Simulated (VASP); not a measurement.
Mg7O, 8 atoms in the cell. Symmetry: I-43m, No. 217, cubic system. Conventional cell: a = 6.725 Å, b = 6.725 Å, c = 6.725 Å, α = 90.00°, β = 90.00°, γ = 90.00°. Within 3.7 Å of Mg (site symmetry -42m) lie 12 Mg at 2.81 to 3.36 Å and 2 O at 3.36 Å. Mg (site symmetry 3m) has 2 O at 2.55 to 3.27 Å and 12 Mg at 2.81 to 3.41 Å within 3.5 Å. Within 3.4 Å of O (site symmetry -43m) lie 14 Mg at 2.55 to 3.36 Å. The cell was built from a structure type or drawn by symmetry, and may not be a known phase.

| Quantity | Value |
| --- | --- |
| Program | VASP 6.6.1 |
| Task | single point |
| Functional | PBE |
| Potentials or basis | VASP PAW PBE potentials, release 64 (Mg, O) |
| Cutoff | 520 eV |
| k mesh | 4 × 4 × 4 |
| Occupations | gaussian, width 0.1 eV |
| Spin | no spin polarisation |
| Dipole correction | no |
| Further INCAR settings | ALGO = Normal; EDIFF = 1e-06; NBANDS = 20 |

Potentials or basis: VASP PAW PBE potentials, release 64 (Mg, O).

Run with:

```bash
$ cat potpaw_PBE.64/Mg/POTCAR potpaw_PBE.64/O/POTCAR > POTCAR
$ mpirun -np 1 vasp_std > vasp.out
```

Hardware: 1 thread of Intel(R) Xeon(R) Platinum 8488C (Sapphire Rapids), on a shared host.

Estimate the wall time of this run.

It took 44 s on 1 thread of Intel(R) Xeon(R) Platinum 8488C (Sapphire Rapids), on a shared host, peak memory 0.31 GiB. Counts: scf iterations 15, k points 8.
